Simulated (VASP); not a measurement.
Set up this calculation in VASP 6.6.1, as the native input.

```
Task                   : single point
Functional             : r2SCAN
Dispersion             : D3(BJ)
Potentials or basis    : VASP PAW PBE potentials, release 64 (Cu)
Cutoff                 : 520 eV
k mesh                 : 11 × 11 × 11
Occupations            : fermi-dirac, width 0.1 eV
Spin                   : no spin polarisation
Dipole correction      : no
Further INCAR settings : ALGO = Normal; EDIFF = 1e-06; NBANDS = 12
```

Cu:

```
Cu
1.0
     2.46108    0.00000    0.00000
    -0.92224    2.28175    0.00000
    -0.76942   -1.14087    2.04042
Cu
1
Cartesian
  0.0000 0.0000 0.0000
```

The input as run:

POSCAR

```
Cu
1.0
    2.4610779577      0.0000000286      0.0000000511
   -0.9222398689      2.2817489647      0.0000000511
   -0.7694190867     -1.1408745594      2.0404176588
Cu
1
Direct
    0.0000000000      0.0000000000      0.0000000000
```

INCAR.step1

```
SYSTEM = Cu
  PREC = Accurate
  ENCUT = 520
  ISMEAR = -1
  SIGMA = 0.1
  LREAL = .FALSE.
  LASPH = .TRUE.
  NELM = 60
  NBANDS = 12
  GGA = PE
  ALGO = Normal
  EDIFF = 1E-4
  LWAVE = .TRUE.
  LCHARG = .FALSE.
```

INCAR.step2

```
SYSTEM = Cu
  PREC = Accurate
  ENCUT = 520
  EDIFF = 1E-6
  ISMEAR = -1
  SIGMA = 0.1
  LREAL = .FALSE.
  LASPH = .TRUE.
  NELM = 60
  ALGO = Normal
  ISIF = 2
  LWAVE = .FALSE.
  LCHARG = .FALSE.
  METAGGA = R2SCAN
  LMIXTAU = .TRUE.
  IVDW = 12
  VDW_S6 = 1.0
  VDW_S8 = 0.78981345
  VDW_A1 = 0.49484001
  VDW_A2 = 5.73083694
  NBANDS = 12
  ISTART = 1
```

KPOINTS

```
Automatic mesh
0
G
  11 11 11
  0 0 0
```

Potentials or basis: VASP PAW PBE potentials, release 64 (Cu).

Launch:

```bash
$ cat potpaw_PBE.64/Cu/POTCAR > POTCAR
$ cp INCAR.step1 INCAR
$ mpirun -np 1 vasp_std > vasp.out
$ cp INCAR.step2 INCAR
$ mpirun -np 1 vasp_std > vasp.out
```

Results of the run:

- Pressure: -2.9 GPa
- Dispersion energy per atom: -0.283 eV

Caveat: the PAW data sets were made with another functional, which shifts forces and pressure a little; pairwise dispersion overbinds metals, which lowers pressure and volume.

It took 52 s on 1 thread of Intel(R) Xeon(R) Platinum 8488C (Sapphire Rapids), with other jobs on the host, peak memory 0.14 GiB.
